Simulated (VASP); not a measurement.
Write the native input for VASP 6.6.1 that does the following.

| Item | Value |
| --- | --- |
| Task | single point |
| Functional | PBE |
| Dispersion | D3(BJ) |
| Potentials or basis | VASP PAW PBE potentials, release 64 (C) |
| Cutoff | 520 eV |
| k mesh | 15 × 15 × 15 |
| Occupations | gaussian, width 0.05 eV |
| Spin | no spin polarisation |
| Dipole correction | no |
| Further INCAR settings | ALGO = Normal; EDIFF = 1e-07; NBANDS = 11 |

The structure of C lies in POSCAR:

```
C
1.0
    1.2222513345      0.7056671370      3.3330408480
   -1.2222513345      0.7056671370      3.3330408480
    0.0000000000     -1.4113342740      3.3330408480
C
2
Direct
    0.1647112226      0.1647112226      0.1647112226
    0.8352887774      0.8352887774      0.8352887774
```

One way to write it, as run:

INCAR

```
SYSTEM = C
ALGO = Normal
EDIFF = 1E-7
ENCUT = 520
GGA = PE
ISIF = 2
ISMEAR = 0
IVDW = 12
LASPH = .True.
LCHARG = .False.
LREAL = .False.
LWAVE = .False.
NBANDS = 11
NELM = 60
PREC = Accurate
SIGMA = 0.05
```

KPOINTS

```
k-points
0
Gamma
  15 15 15
  0 0 0
```

Potentials or basis: VASP PAW PBE potentials, release 64 (C).

Command:

```console
$ cat potpaw_PBE.64/C/POTCAR > POTCAR
$ mpirun -np 1 vasp_std > vasp.out
```

Results of the run:

```yaml
Pressure: 8.1 GPa
Largest_force: 0.621 eV/Å
Band_gap_on_the_k_mesh: 0.74 eV, direct
Dispersion_energy_per_atom: -0.158 eV
```

Wall time 3.6 min on 1 thread of AMD EPYC 7R13, with other jobs on the host, peak memory 0.17 GiB.
